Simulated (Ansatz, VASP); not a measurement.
Ca3W in VASP and in Ansatz

```
Ca W
1.0
     7.05060    0.00000    0.00000
    -3.52530    6.10600    0.00000
     0.00000    0.00000    5.35588
Ca W
6 2
Direct
  0.82028 0.64055 0.25000
  0.17972 0.82028 0.75000
  0.35945 0.17972 0.25000
  0.17972 0.35945 0.75000
  0.82028 0.17972 0.25000
  0.64055 0.82028 0.75000
  0.33333 0.66667 0.25000
  0.66667 0.33333 0.75000
```

Alike in both runs: functional PBE; k mesh 6 × 6 × 8; occupations gaussian, width 0.1 eV; no spin polarisation.

Ansatz relaxed the structure, and its values are those at the end. VASP's run is a single point on that final structure, the one shown.

|  | VASP | Ansatz |
| --- | --- | --- |
| version | VASP 6.6.1 | Ansatz 0.2.0 |
| potentials or method | VASP PAW PBE potentials, release 64 (Ca_sv, W_sv), cutoff 520 eV | scalar-relativistic, plane waves, PAW |
| valence electrons in the cell | 88 | 88 |

|  | VASP | Ansatz | Ansatz less VASP |
| --- | --- | --- | --- |
| gap on the k mesh at the Fermi level (eV) | none | none | - |
| pressure (GPa) | 0.1 | 0.0 | -0.06 |

A gap of «none» marks a metal or a gap that the smearing closes. With one functional, cell and mesh, what is left measures potentials, basis and numerics.

Neither program's run includes spin-orbit coupling.
